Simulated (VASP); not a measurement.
## CdS: single point with PBE

CdS:

```xyz
2
Lattice="0.0000 2.5442 2.5442 2.5442 0.0000 2.5442 2.5442 2.5442 0.0000" Properties=species:S:1:pos:R:3 pbc="T T T"
Cd    0.0000    0.0000    0.0000
S     2.5442    2.5442    2.5442
```

This cell differs from its parent crystal: O replaced by S, lengths x 1.111, strained.

```yaml
Program: VASP 6.6.1
Task: single point
Functional: PBE
Potentials_or_basis: VASP PAW PBE potentials, release 64 (Cd, S)
Cutoff: 500 eV
k_mesh: 12 × 12 × 12
Occupations: gaussian, width 0.01 eV
Spin: no spin polarisation
Dipole_correction: no
Further_INCAR_settings: ALGO = Normal; EDIFF = 1e-06; NBANDS = 16
```

```yaml
Pressure: 29.7 GPa
Band_gap_on_the_k_mesh: 0.14 eV (least direct gap 3.17 eV)
```

Levels at points of the mesh, in eV from the valence-band top:
```csv
k point,band 5,band 6,band 7,band 8,band 9,band 10,band 11,band 12,band 13,band 14
"(0.00, 0.00, 0.00)",-8.36,-8.36,-1.34,-1.34,-1.34,2.02,9.18,9.18,9.18,11.03
"(0.50, 0.00, 0.00)",-7.98,-7.98,-5.92,0.00,0.00,3.17,5.59,5.59,8.80,13.16
"(0.50, 0.50, 0.00)",-7.86,-6.64,-5.97,-3.21,-3.21,0.14,5.62,11.32,12.97,12.97
```

Run time: 15 s on 1 thread of Intel(R) Xeon(R) 6975P-C (Granite Rapids), with other jobs on the host, peak memory 0.18 GiB.

Caveat: the cell differs from its parent crystal (O replaced by S, lengths x 1.111, strained); the cell stands under pressure. A k mesh can miss the band edges.
